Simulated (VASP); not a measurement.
# Cs (Im-3m) in VASP: further runs

Cs is run at these levels: r2SCAN; tasks: single point.

All numbers are computed with VASP 6.6.1; they aren't measurements. Logs are shortened: lines on timing, memory, paths and dates and some standing lists are left out, and cuts for length are marked.

### Step 1. The cell of the first run

Symmetry: Im-3m, No. 229, cubic system. The conventional cell has a = 6.022 Å, b = 6.022 Å, c = 6.022 Å, α = 90.00°, β = 90.00°, γ = 90.00°.

### Step 2. Single point, r2SCAN (109.20 Å³/atom)

Input file POSCAR:

```
Cs
1.0
   -3.0111134400      3.0111134400      3.0111134400
    3.0111134400     -3.0111134400      3.0111134400
    3.0111134400      3.0111134400     -3.0111134400
Cs
1
Direct
    0.0000000000      0.0000000000      0.0000000000
```

Input file INCAR.step1:

```
SYSTEM = Cs
ALGO = Normal ; EDIFF = 1E-4
ENCUT = 520 ; GGA = PE
ISMEAR = 0 ; LASPH = .TRUE.
LCHARG = .FALSE. ; LREAL = .FALSE.
LWAVE = .TRUE. ; NBANDS = 10
NELM = 100 ; PREC = Accurate
SIGMA = 0.05
```

Input file INCAR.step2:

```
SYSTEM = Cs
ALGO = Normal ; EDIFF = 1E-6
ENCUT = 520 ; ISIF = 2
ISMEAR = 0 ; ISTART = 1
LASPH = .TRUE. ; LCHARG = .FALSE.
LMIXTAU = .TRUE. ; LREAL = .FALSE.
LWAVE = .FALSE. ; METAGGA = R2SCAN
NBANDS = 10 ; NELM = 100
PREC = Accurate ; SIGMA = 0.05
```

Input file KPOINTS:

```
k-points
0
G
  10 10 10
  0 0 0
```

Potentials or basis: VASP PAW PBE potentials, release 64 (Cs_sv).

Command:

```
> cat potpaw_PBE.64/Cs_sv/POTCAR > POTCAR
> cp INCAR.step1 INCAR
> mpirun -np 1 vasp_std > vasp.out
> cp INCAR.step2 INCAR
> mpirun -np 1 vasp_std > vasp.out
```

OUTCAR:

```text
SYSTEM = Cs
   EDIFF = 1E-6
   ENCUT = 520
   ISIF = 2
   ISMEAR = 0
   ISTART = 1
   LASPH = .TRUE.
   LREAL = .FALSE.
   METAGGA = R2SCAN
   NELM = 100
   PREC = Accurate

 ion  position               nearest neighbor table
   1  0.000  0.000  0.000-

  LATTYP: Found a body centered cubic cell.
 ALAT       =     6.0222268800

  Lattice vectors:

 A1 = (  -3.0111134400,   3.0111134400,   3.0111134400)
 A2 = (   3.0111134400,  -3.0111134400,   3.0111134400)
 A3 = (   3.0111134400,   3.0111134400,  -3.0111134400)

Analysis of symmetry for initial positions (statically):
=====================================================================
 Subroutine PRICEL returns:
 Original cell was already a primitive cell.

 Routine SETGRP: Setting up the symmetry group for a
 body centered cubic supercell.

 Subroutine GETGRP returns: Found 48 space group operations
 (whereof 48 operations were pure point group operations)
 out of a pool of 48 trial point group operations.

The static configuration has the point symmetry O_h .

Analysis of symmetry for dynamics (positions and initial velocities):
=====================================================================
 Subroutine PRICEL returns:
 Original cell was already a primitive cell.

 Routine SETGRP: Setting up the symmetry group for a
 body centered cubic supercell.

 Subroutine GETGRP returns: Found 48 space group operations
 (whereof 48 operations were pure point group operations)
 out of a pool of 48 trial point group operations.

The dynamic configuration has the point symmetry O_h .

 Subroutine INISYM returns: Found 48 space group operations
 (whereof 48 operations are pure point group operations),
 and found     1 'primitive' translations

----------------------------------------------------------------------------------------

                                     Primitive cell

  volume of cell :     109.2047

  direct lattice vectors                    reciprocal lattice vectors
    -3.011113440  3.011113440  3.011113440     0.000000000  0.166051532  0.166051532
     3.011113440 -3.011113440  3.011113440     0.166051532  0.000000000  0.166051532
     3.011113440  3.011113440 -3.011113440     0.166051532  0.166051532  0.000000000

  length of vectors
     5.215401465  5.215401465  5.215401465     0.234832329  0.234832329  0.234832329

  position of ions in fractional coordinates (direct lattice)
     0.000000000  0.000000000  0.000000000

  ion indices of the primitive-cell ions
   primitive index   ion index
                 1           1

----------------------------------------------------------------------------------------

 KPOINTS: k-points

Automatic generation of k-mesh.
 Grid dimensions read from file:
 generate k-points for:   10   10   10

 Generating k-lattice:

  Cartesian coordinates                     Fractional coordinates (reciprocal lattice)
     0.000000000  0.016605153  0.016605153     0.100000000  0.000000000  0.000000000
     0.016605153  0.000000000  0.016605153     0.000000000  0.100000000  0.000000000
     0.016605153  0.016605153  0.000000000     0.000000000  0.000000000  0.100000000

  Length of vectors
     0.023483233  0.023483233  0.023483233

  Shift w.r.t. Gamma in fractional coordinates (k-lattice)
     0.000000000  0.000000000  0.000000000

 Subroutine IBZKPT returns following result:
 ===========================================

 Found     47 irreducible k-points:

 Following reciprocal coordinates:
            Coordinates               Weight
  0.000000  0.000000  0.000000      1.000000
  0.100000  0.000000  0.000000     12.000000
  0.200000  0.000000  0.000000     12.000000
  0.300000  0.000000  0.000000     12.000000
  0.400000  0.000000  0.000000     12.000000
  0.500000  0.000000  0.000000      6.000000
[... 16 lines left out ...]
  0.300000  0.300000  0.100000      8.000000
 -0.300000  0.300000  0.100000     24.000000
 [... further k-points ...]
   k-points           NKPTS =     47   k-points in BZ     NKDIM =     47   number of bands    NBANDS=     10
   number of dos      NEDOS =    301   number of ions     NIONS =      1
   total plane-waves  NPLWV =  64000
   dimension x,y,z NGX =    40 NGY =   40 NGZ =   40
   dimension x,y,z NGXF=    80 NGYF=   80 NGZF=   80
   ions per type =               1
   NGX,Y,Z   is equivalent  to a cutoff of  12.75, 12.75, 12.75 a.u.
   NGXF,Y,Z  is equivalent  to a cutoff of  25.50, 25.50, 25.50 a.u.
 SYSTEM =  Cs
   PREC   = accura    normal or accurate (medium, high low for compatibility)
   ISTART =      1    job   : 0-new  1-cont  2-samecut
   ICHARG =      0    charge: 1-file 2-atom 10-const
   ISPIN  =      1    spin polarized calculation?
   LNONCOLLINEAR =      F non collinear calculations
   LSORBIT =      F    spin-orbit coupling
   LASPH  =      T    aspherical Exc in radial PAW
   ENCUT  =  520.0 eV  38.22 Ry    6.18 a.u.   9.70  9.70  9.70*2*pi/ulx,y,z
   NELM   =    100;   NELMIN=  2; NELMDL=  0     # of ELM steps
   EDIFF  = 0.1E-05   stopping-criterion for ELM
   LREAL  =      F    real-space projection
   EDIFFG = 0.1E-04   stopping-criterion for IOM
   NSW    =      0    number of steps for IOM
   IBRION =     -1    ionic relax: 0-MD 1-quasi-New 2-CG
   NFREE  =      0    steps in history (QN), initial steepest desc. (CG)
   ISIF   =      2    stress and relaxation
   ISYM   =      2    0-nonsym 1-usesym 2-fastsym
   POTIM  = 0.5000    time-step for ionic-motion
   TEBEG  =    0.0;   TEEND  =   0.0 temperature during run
   PSTRESS=    0.0 pullay stress
   NELECT =       9.0000    total number of electrons
   NUPDOWN=      -1.0000    fix difference up-down
   EMIN   =  10.00;   EMAX   =-10.00  energy-range for DOS
   EFERMI =   0.00;   METHOD = LEGACY
   ISMEAR =     0;   SIGMA  =   0.05  broadening in eV -4-tet -1-fermi 0-gaus
   EFERMI_NEDOS =   21; number of points for ismear=-14 and -15
   IALGO  =     38    algorithm
   IMIX   =      4    mixing-type and parameters
     AMIX     =   0.40;   BMIX     =  1.00
     AMIX_MAG =   1.60;   BMIX_MAG =  1.00
  volume/ion in A,a.u.               =     109.20       736.95
  Fermi-wavevector in a.u.,A,eV,Ry     =   0.712429  1.346297  6.905716  0.507556
  Thomas-Fermi vector in A             =   1.799802
   LORBIT       =      0    0 simple, 1 ext, 2 COOP (PROOUT), +10 PAW based schemes
   METAGGA = R2SCAN    functional components
   LHFCALC =     F    Hartree Fock is set to
   AEXX    =    0.0000 exact exchange contribution
   IVDW    =     0    specifies the selected vdW correction
   LEPSILON=     F    determine dielectric tensor
   LRPA    =     F    only Hartree local field effects (RPA)
 non-spin polarized calculation
 Gauss-broadening in eV      SIGMA  =   0.05
  energy-cutoff  :      520.00
  volume of cell :      109.20
 maximum number of plane-waves:      2988
   NGX = 19   NGY = 19   NGZ = 19

 number of electron       8.9999998 magnetization

 Free energy of the ion-electron system (eV)
  ---------------------------------------------------
  ext. energy  EPLUGINS =         0.00000000
  ---------------------------------------------------
  free energy    TOTEN  =       -25.00405361 eV

  energy without entropy =      -25.00088374  energy(sigma->0) =      -25.00246868

 E-fermi :   0.7083     XC(G=0):  -5.7720

 val. band max:        0.7051450443   @ k =  -0.3000   0.4000   0.2000
 cond. band min:       0.7182473300   @ k =   0.3000   0.2000  -0.0000
 fundamental gap:      0.0131022857
 Fermi energy:         0.7082924971

 k-point     1 :       0.0000    0.0000    0.0000
  band No.  band energies     occupation
      1     -24.0834      2.00000
      2     -10.4427      2.00000
      3     -10.4427      2.00000
      4     -10.4427      2.00000
      5      -1.1486      2.00000
      6       3.5169      0.00000
      7       3.5169      0.00000
      8       3.5169      0.00000
      9       4.4269      0.00000
     10       4.4269      0.00000

 k-point     2 :       0.1000    0.0000    0.0000
  band No.  band energies     occupation
      1     -24.0826      2.00000
      2     -10.4593      2.00000
      3     -10.4478      2.00000
      4     -10.4429      2.00000
      5      -1.0260      2.00000
      6       3.3722      0.00000
      7       3.3746      0.00000
      8       3.6387      0.00000
      9       4.2245      0.00000
     10       4.3944      0.00000

 k-point     3 :       0.2000    0.0000    0.0000
  band No.  band energies     occupation
      1     -24.0802      2.00000
      2     -10.5021      2.00000
      3     -10.4611      2.00000
      4     -10.4432      2.00000
      5      -0.6767      2.00000
      6       2.8677      0.00000
      7       3.0692      0.00000
      8       3.9983      0.00000
      9       4.2054      0.00000
     10       4.3691      0.00000

 k-point     4 :       0.3000    0.0000    0.0000
  band No.  band energies     occupation
      1     -24.0773      2.00000
      2     -10.5536      2.00000
      3     -10.4774      2.00000
      4     -10.4435      2.00000
      5      -0.1578      2.00000
      6       2.2913      0.00000
      7       2.7804      0.00000
      8       4.3584      0.00000
      9       4.4525      0.00000
     10       4.5774      0.00000
[... 222 lines left out ...]
 k-point    22 :      -0.2000    0.2000    0.1000
  band No.  band energies     occupation
      1     -24.0794      2.00000
      2     -10.5024      2.00000
      3     -10.4665      2.00000
      4     -10.4558      2.00000
      5      -0.5639      2.00000
      6       2.8859      0.00000
      7       3.1271      0.00000
      8       3.6000      0.00000
      9       3.9616      0.00000
     10       4.7991      0.00000

 k-point    23 :       0.3000    0.3000    0.1000
  band No.  band energies     occupation
      1     -24.0734      2.00000
      2     -10.5475      2.00000
      3     -10.5475      2.00000
      4     -10.4778      2.00000
      5       1.6285      0.00000
      6       1.6285      0.00000
      7       1.6953      0.00000
      8       4.2290      0.00000
      9       4.9057      0.00000
     10       4.9058      0.00000

 k-point    24 :      -0.3000    0.3000    0.1000
  band No.  band energies     occupation
      1     -24.0765      2.00000
      2     -10.5512      2.00000
      3     -10.4831      2.00000
      4     -10.4556      2.00000
      5      -0.0548      2.00000
      6       2.2873      0.00000
      7       2.8666      0.00000
      8       3.7359      0.00000
      9       4.5314      0.00000
     10       4.8672      0.00000

 [... further k-points ...]

------------------------ aborting loop because EDIFF is reached ----------------------------------------

  FORCE on cell =-STRESS in cart. coord.  units (eV):
  Direction    XX          YY          ZZ          XY          YZ          ZX
  --------------------------------------------------------------------------------------
  -------------------------------------------------------------------------------------
  Total        0.1492872      0.1492872      0.1492872      0.0000000      0.0000000     -0.0000000
  in kB        2.1902402      2.1902402      2.1902402      0.0000000      0.0000000     -0.0000000
  external PRESSURE =       2.1902402 kB  Pullay stress =       0.0000000 kB

 VOLUME and BASIS-vectors are now :
 -----------------------------------------------------------------------------
  energy-cutoff  :      520.00
  volume of cell :      109.20
      direct lattice vectors                 reciprocal lattice vectors
    -3.011113440  3.011113440  3.011113440     0.000000000  0.166051532  0.166051532
     3.011113440 -3.011113440  3.011113440     0.166051532  0.000000000  0.166051532
     3.011113440  3.011113440 -3.011113440     0.166051532  0.166051532  0.000000000

 POSITION                                       TOTAL-FORCE (eV/Angst)
 -----------------------------------------------------------------------------------
      0.00000      0.00000      0.00000        -0.000000      0.000000      0.000000
 -----------------------------------------------------------------------------------
    total drift:                                0.000000      0.000000      0.000000

  FREE ENERGIE OF THE ION-ELECTRON SYSTEM (eV)
  ---------------------------------------------------
  free  energy   TOTEN  =       -25.0040536140 eV

  energy  without entropy=      -25.0008837389  energy(sigma->0) =      -25.00246868
```

Wall time 68 s (1 thread of Intel Xeon 6975P-C (Granite Rapids), shared host); peak memory 0.27 GiB.

Results:

```yaml
Free_energy: -25.0041 eV
Pressure: 0.2 GPa
Band_gap_on_the_k_mesh: zero (an odd number of electrons rules out a gap without spin polarisation)
```

Levels at points of the mesh, in eV from the Fermi level:
```csv
k point,band 1,band 2,band 3,band 4,band 5,band 6,band 7,band 8,band 9
"(0.00, 0.00, 0.00)",-24.79,-11.15,-11.15,-11.15,-1.86,2.81,2.81,2.81,3.72
"(0.50, 0.00, 0.00)",-24.78,-11.32,-11.20,-11.15,0.05,0.84,1.81,3.65,4.25
"(0.50, 0.50, 0.50)",-24.78,-11.27,-11.27,-11.27,0.56,0.56,3.39,3.39,3.39
```

Caveat: the PAW data sets were made with another functional, which shifts forces and pressure a little; spin-orbit coupling is left out, which moves the levels of the heavy elements.

### Step 3. Single point, r2SCAN (114.17 Å³/atom)

This run uses another cell than the first one, of 114.17 Å³/atom.

Input file POSCAR:

```
Cs
1.0
   -3.0560620584      3.0560620584      3.0560620584
    3.0560620584     -3.0560620584      3.0560620584
    3.0560620584      3.0560620584     -3.0560620584
Cs
1
Direct
    0.0000000000      0.0000000000      0.0000000000
```

Input file INCAR.step1:

```
SYSTEM = Cs
PREC = Accurate ; ENCUT = 520
ISMEAR = 0 ; SIGMA = 0.05
LREAL = .FALSE. ; LASPH = .TRUE.
NELM = 60 ; NBANDS = 10
GGA = PE ; ALGO = Normal
EDIFF = 1E-4 ; LWAVE = .TRUE.
LCHARG = .FALSE.
```

Input file INCAR.step2:

```
SYSTEM = Cs
PREC = Accurate ; ENCUT = 520
EDIFF = 1E-6 ; ISMEAR = 0
SIGMA = 0.05 ; LREAL = .FALSE.
LASPH = .TRUE. ; NELM = 60
ALGO = Normal ; ISIF = 2
LWAVE = .FALSE. ; LCHARG = .FALSE.
METAGGA = R2SCAN ; LMIXTAU = .TRUE.
NBANDS = 10 ; ISTART = 1
```

Input file KPOINTS:

```
regular mesh
0
G
  10 10 10
  0 0 0
```

Potentials or basis: VASP PAW PBE potentials, release 64 (Cs_sv).

Command:

```
> cat potpaw_PBE.64/Cs_sv/POTCAR > POTCAR
> cp INCAR.step1 INCAR
> mpirun -np 1 vasp_std > vasp.out
> cp INCAR.step2 INCAR
> mpirun -np 1 vasp_std > vasp.out
```

It took 1.7 min on 1 thread of Intel Xeon 6975P-C (Granite Rapids), shared host; peak memory 0.27 GiB.

The run converged. Its results:

```yaml
Free_energy: -25.0112 eV
Pressure: 0.2 GPa
Band_gap_on_the_k_mesh: zero (an odd number of electrons rules out a gap without spin polarisation)
```

Levels at points of the mesh, in eV from the Fermi level:
```
           k point  band 2  band 3  band 4  band 5  band 6  band 7
(0.00, 0.00, 0.00)  -11.18  -11.18  -11.18   -1.81    2.79    2.79
(0.50, 0.00, 0.00)  -11.32  -11.23  -11.18    0.07    0.79    1.82
(0.50, 0.50, 0.50)  -11.28  -11.28  -11.28    0.61    0.61    3.26
```

Caveat: the PAW data sets were made with another functional, which shifts forces and pressure a little; spin-orbit coupling is left out, which moves the levels of the heavy elements.

[end of part 1 of 2]
